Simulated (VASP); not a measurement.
HfNbTe4, 6 atoms in the cell. The structure is trigonal, space group P-3m1 (No. 164). The conventional cell has a = 3.822 Å, b = 3.822 Å, c = 14.316 Å, α = 90.00°, β = 90.00°, γ = 120.00°. Within 3.8 Å of Hf (site symmetry -3m) lie 6 Te at 2.87 Å. Within 3.7 Å of Nb (site symmetry -3m) lie 6 Te at 2.84 Å. Te (site symmetry 3m) has 3 Hf at 2.87 Å within 3.8 Å. Te (site symmetry 3m) has 3 Nb at 2.84 Å within 3.7 Å. 

| Item | Value |
| --- | --- |
| Program | VASP 6.6.1 |
| Task | single point |
| Functional | PBE |
| Potentials or basis | VASP PAW PBE potentials, release 64 (Hf_pv, Nb_sv, Te) |
| Cutoff | 520 eV |
| k mesh | 12 × 12 × 4 |
| Occupations | gaussian, width 0.1 eV |
| Spin | no spin polarisation |
| Dipole correction | no |
| Further INCAR settings | ALGO = Normal; EDIFF = 1e-07; NBANDS = 32 |

Potentials or basis: VASP PAW PBE potentials, release 64 (Hf_pv, Nb_sv, Te).

Launch:

```sh
$ cat potpaw_PBE.64/Hf_pv/POTCAR potpaw_PBE.64/Nb_sv/POTCAR potpaw_PBE.64/Te/POTCAR > POTCAR
$ mpirun -np 1 vasp_std > vasp.out
```

Hardware: 1 thread of AMD EPYC 7R13, on a shared host.

Estimate the wall time of this run.

Run time: 20 min on 1 thread of AMD EPYC 7R13, with other jobs on the host, peak memory 0.52 GiB. Counts: scf iterations 25, k points 69.
